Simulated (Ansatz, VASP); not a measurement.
One calculation of LiMgBN2, two programs

```xyz
5
Lattice="-1.9097 1.9097 4.4435 1.9097 -1.9097 4.4435 1.9097 1.9097 -4.4435" Properties=species:S:1:pos:R:3 pbc="T T T"
Li    1.9097    0.0000    2.2218
Mg    0.0000    1.9097    2.2218
B     0.0000    0.0000    4.4435
N     0.0000    0.0000    5.7878
N     0.0000    0.0000    3.0993
```

Alike in both runs: task single point; functional LDA; k mesh 8 × 8 × 8; no spin polarisation.

|  | VASP | Ansatz |
| --- | --- | --- |
| version | VASP 6.6.1 | Ansatz 0.2.0 |
| potentials or method | VASP PAW LDA potentials, release 64 (Li_sv, Mg, B, N), cutoff 520 eV | plane waves, PAW |
| occupations | gaussian, width 0.01 eV | fixed |
| valence electrons in the cell | 18 | 26 |

|  | VASP | Ansatz | Ansatz less VASP |
| --- | --- | --- | --- |
| gap on the k mesh at the Fermi level (eV) | 2.40 | 2.41 | +0.004 |

LDA's correlation is that of Perdew and Zunger in VASP and of Perdew and Wang (1992) in Ansatz. VASP's potentials hold 18 valence electrons a cell and Ansatz's 26, so a difference there can come from the potentials and not from the codes.

Noted on VASP's run: the cutoff is short for stress, so the pressure is rough.
